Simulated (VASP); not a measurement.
Input of a VASP 6.6.1 run:

Contents of INCAR:

```
SYSTEM = Si3P
PREC     = Accurate       ! precision mode
ENCUT    = 600            ! plane-wave cutoff, eV
EDIFF    = 1E-6           ! SCF threshold, eV
ISMEAR   = 0              ! smearing method
SIGMA    = 0.1            ! smearing width, eV
LREAL    = .FALSE.        ! projectors in reciprocal space
LASPH    = .TRUE.         ! aspherical terms in the spheres
NELM     = 80             ! most SCF steps
ALGO     = Normal         ! electronic algorithm
ISIF     = 3              ! what is computed and relaxed
LWAVE    = .FALSE.        ! write WAVECAR
LCHARG   = .FALSE.        ! write CHGCAR
GGA      = PE             ! functional
IBRION   = 2              ! ionic algorithm
NSW      = 100            ! ionic steps
EDIFFG   = -0.01          ! ionic threshold
```

File KPOINTS:

```
regular mesh
0
G
  12 12 12
  0 0 0
```

File POSCAR:

```
Si3P
1.0
    3.9103676084      0.0000000000      0.0000000000
    0.0000000000      3.9103676084      0.0000000000
    0.0000000000      0.0000000000      3.8701744871
Si P
3 1
Direct
    0.0000000000      0.5000000000      0.5000000000
    0.5000000000      0.0000000000      0.5000000000
    0.5000000000      0.5000000000      0.0000000000
    0.0000000000      0.0000000000      0.0000000000
```

Potentials or basis: VASP PAW PBE potentials, release 64 (Si, P).

Run with:

```bash
$ cat potpaw_PBE.64/Si/POTCAR potpaw_PBE.64/P/POTCAR > POTCAR
$ mpirun -np 1 vasp_std > vasp.out
```

(1) Predict the space group after relaxing (to 0.1 Å).

(2) Predict the relaxed cell.

Results:

(1) Pm-3m (No. 221).

(2) a = 3.898 Å, b = 3.898 Å, c = 3.857 Å, α = 90.00°, β = 90.00°, γ = 90.00°.

Caveat: the highest band is partly filled, so the run has too few bands.
